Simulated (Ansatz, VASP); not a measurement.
## One calculation of AlNi3, two programs

POSCAR

```
AlNi3
1.0
    0.0000000000      2.8018887551      2.8018887551
    2.8018887551      0.0000000000      2.8018887551
    2.8018887551      2.8018887551      0.0000000000
Al Ni
1 3
Direct
    0.5000000000      0.5000000000      0.5000000000
    0.2500000000      0.2500000000      0.2500000000
    0.0000000000      0.0000000000      0.0000000000
    0.7500000000      0.7500000000      0.7500000000
```

File INCAR.step1:

```
PREC     = Accurate       # precision mode
ENCUT    = 520            # plane-wave cutoff, eV
ISMEAR   = 0              # smearing method
SIGMA    = 0.1            # smearing width, eV
LREAL    = False          # projectors in reciprocal space
LASPH    = True           # aspherical terms in the spheres
NELM     = 80             # most SCF steps
NBANDS   = 24             # bands
GGA      = PE             # functional
ALGO     = Normal         # electronic algorithm
EDIFF    = 1E-4           # SCF threshold, eV
LWAVE    = True           # write WAVECAR
LCHARG   = False          # write CHGCAR
```

INCAR.step2

```
PREC     = Accurate       # precision mode
ENCUT    = 520            # plane-wave cutoff, eV
EDIFF    = 1E-7           # SCF threshold, eV
ISMEAR   = 0              # smearing method
SIGMA    = 0.1            # smearing width, eV
LREAL    = False          # projectors in reciprocal space
LASPH    = True           # aspherical terms in the spheres
NELM     = 80             # most SCF steps
ALGO     = Normal         # electronic algorithm
ISIF     = 2              # what is computed and relaxed
LWAVE    = False          # write WAVECAR
LCHARG   = False          # write CHGCAR
METAGGA  = R2SCAN         # meta-GGA
LMIXTAU  = True         
NBANDS   = 24             # bands
ISTART   = 1
```

Contents of KPOINTS:

```
regular mesh
0
Gamma
  1 1 1
```

Input for Ansatz:

```yaml
crystal:
  lattice:
    - [0.0, 2.8018887551, 2.8018887551]
    - [2.8018887551, 0.0, 2.8018887551]
    - [2.8018887551, 2.8018887551, 0.0]
  atoms:
    - { symbol: Al, position: [0.5, 0.5, 0.5] }
    - { symbol: Ni, position: [0.25, 0.25, 0.25] }
    - { symbol: Ni, position: [0.0, 0.0, 0.0] }
    - { symbol: Ni, position: [0.75, 0.75, 0.75] }
basis:
  ecutwfc: 500
kpoints:
  mp_grid: { grid: [1, 1, 1] }
hamiltonian:
  xc: r2scan
scf:
  occupations: { method: gaussian, width: 0.1 }
output:
  forces: true
  stress: true
  eigenvalues: true
```

Alike in both runs: task single point; functional r2SCAN; k mesh 1 × 1 × 1; occupations gaussian, width 0.1 eV; no spin polarisation.

|  | VASP | Ansatz |
| --- | --- | --- |
| version | VASP 6.6.1 | Ansatz 0.2.0 |
| potentials or method | VASP PAW PBE potentials, release 64 (Al, Ni), cutoff 520 eV | scalar-relativistic, plane waves, PAW |
| valence electrons in the cell | 33 | 57 |

VASP gave:

```
pressure (GPa) : 3.9
```

Task: Estimate Ansatz's values.

Result: Pressure (GPa): 3.7.

VASP's potentials were made for PBE, not for r2SCAN. VASP's potentials hold 33 valence electrons a cell and Ansatz's 57, so a difference there can come from the potentials and not from the codes.

The k mesh is coarse, so the values compare programs but aren't converged.
